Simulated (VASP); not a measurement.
Crystal: Ni.

```xyz
3
Lattice="3.9541 0.0000 0.0000 -1.9770 3.4243 0.0000 0.0000 0.0000 2.4238" Properties=species:S:1:pos:R:3 pbc="T T T"
Ni    0.0000    0.0000    0.0000
Ni    0.0000    2.2829    1.2119
Ni    1.9770    1.1414    1.2119
```

This isn't the form of Ni at room conditions, which is fcc.

```yaml
Program: VASP 6.6.1
Task: relaxation of cell and atoms
Functional: BLYP
Potentials_or_basis: VASP PAW PBE potentials, release 64 (Ni)
Cutoff: 600 eV
k_mesh: 9 × 9 × 13
Occupations: fermi-dirac, width 0.05 eV
Spin: collinear spin, ferromagnetic start
Starting_moments: "[0.8, 0.8, 0.8] μB"
```

At the start: pressure 12.4 GPa; volume 10.94 Å³/atom.

Where does the relaxation end?

Over 19 steps the energy falls by 28.3 meV/atom and the volume is 11.69 Å³/atom (+6.9 %); space group P6/mmm (No. 191, to 0.1 Å) before and after; moment 1.87 μB per cell.

The path:
| step | energy change (eV) | largest force (eV/Å) | pressure (GPa) | volume (Å³) |
| --- | --- | --- | --- | --- |
| 1 | 0.0000 | 0.0000 | 12.40 | 32.82 |
| 2 | -0.0379 | 0.0000 | -7.15 | 37.01 |
| 3 | -0.0847 | 0.0000 | -0.04 | 35.10 |
| 4 | -0.0847 | 0.0000 | -0.37 | 35.15 |
| 5 | -0.0850 | 0.0000 | 0.06 | 35.02 |
| 6 | -0.0850 | 0.0000 | 0.19 | 35.01 |
| 7 | -0.0850 | 0.0000 | 0.40 | 35.01 |
| 8 | -0.0850 | 0.0000 | 0.36 | 35.02 |
| 9 | -0.0850 | 0.0000 | -0.25 | 35.14 |
| 10 | -0.0850 | 0.0000 | 0.14 | 35.07 |
| 11 | -0.0850 | 0.0000 | -0.17 | 35.10 |
| 12 | -0.0850 | 0.0000 | -0.14 | 35.08 |
| 13 | -0.0850 | 0.0000 | -0.17 | 35.08 |
| 14 | -0.0850 | 0.0000 | -0.10 | 35.07 |
| 15 | -0.0850 | 0.0000 | -0.06 | 35.07 |
| 16 | -0.0850 | 0.0000 | 0.12 | 35.05 |
| 17 | -0.0850 | 0.0000 | 0.21 | 35.06 |
| 18 | -0.0850 | 0.0000 | 0.17 | 35.07 |
| 19 | -0.0850 | 0.0000 | 0.07 | 35.07 |

Final structure:
```xyz
3
Lattice="4.0572 0.0000 0.0000 -2.0286 3.5137 0.0000 0.0000 0.0000 2.4600" Properties=species:S:1:pos:R:3 pbc="T T T"
Ni    0.0000    0.0000    0.0000
Ni    0.0000    2.3424    1.2300
Ni    2.0286    1.1712    1.2300
```

Caveat: the PAW data sets were made with another functional, which shifts forces and pressure a little.
